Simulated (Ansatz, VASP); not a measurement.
**P: VASP beside Ansatz**

```
P
1.0
     3.28437    0.00000    0.00000
     0.00000   34.87475    0.00000
     0.00000    0.00000    4.39254
P
4
Direct
  0.00000 0.96969 0.58262
  0.00000 0.03031 0.41738
  0.50000 0.03031 0.08262
  0.50000 0.96969 0.91738
```

Change from the starting cell: strain -0.0100 x Voigt [0, 0, 1, 0, 0, 0], atoms carried along.

Alike in both runs: task single point; functional PBEsol; k mesh 8 × 1 × 6; occupations gaussian, width 0.05 eV; no spin polarisation.

|  | VASP | Ansatz |
| --- | --- | --- |
| version | VASP 6.6.1 | Ansatz 0.2.0 |
| potentials or method | VASP PAW PBE potentials, release 64 (P), cutoff 520 eV | scalar-relativistic, plane waves, PAW |
| valence electrons in the cell | 20 | 20 |

Ansatz gave:

* gap on the k mesh at the Fermi level (eV): 0.63
* least direct gap on the mesh (eV): 0.63
* rms of the force components (eV/Å): 0.089

Estimate VASP's values.

gap on the k mesh at the Fermi level (eV): 0.64; least direct gap on the mesh (eV): 0.64; rms of the force components (eV/Å): 0.080.

VASP's potentials were made for PBE, not for PBEsol. Atom by atom the forces differ by 0.013 eV/Å (rms over components). With one functional, cell and mesh, what is left measures potentials, basis and numerics.
